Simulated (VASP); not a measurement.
Runs of VASP 6.6.1 on Y2AsN. The structure is that of space group R-3m (No. 166), or close to it. The cells are those of the table. 

| task | level | spin | cell | k mesh | cutoff (eV) | gap on the mesh (eV) | pressure (GPa) | largest force (eV/Å) |
| --- | --- | --- | --- | --- | --- | --- | --- | --- |
| relaxation of cell and atoms | PBE | off | relaxed from a = 7.142 Å, angles 33.6°, 4 atoms | 6 × 6 × 6 | 600 | none | 0.0 | - |
| single point | PBE | non-collinear, zero start, SOC | a = 6.699 Å, angles 32.4°, 4 atoms | 8 × 8 × 8 | 520 | - | 0.4 | (a) |
| single point | PBE | off | a = 6.742 Å, angles 32.1°, 4 atoms | 6 × 6 × 6 | 520 | none | 0.0 | 0.02 |
| single point | r2SCAN | off | a = 6.699 Å, angles 32.4°, 4 atoms | 8 × 8 × 8 | 520 | none | 0.0 | - |

Alike in all rows: potentials or basis VASP PAW PBE potentials, release 64 (N, As, Y_sv); smearing fermi-dirac 0.02 eV.

Task: Estimate the missing entries.

Result: (a) 0.15.

Caveats: the PAW data sets were made with another functional, which shifts forces and pressure a little (some runs).

A k mesh can miss the band edges, and rows without SOC leave out spin-orbit coupling on As, Y.

A gap of «none» marks levels without a gap at the run's occupations.
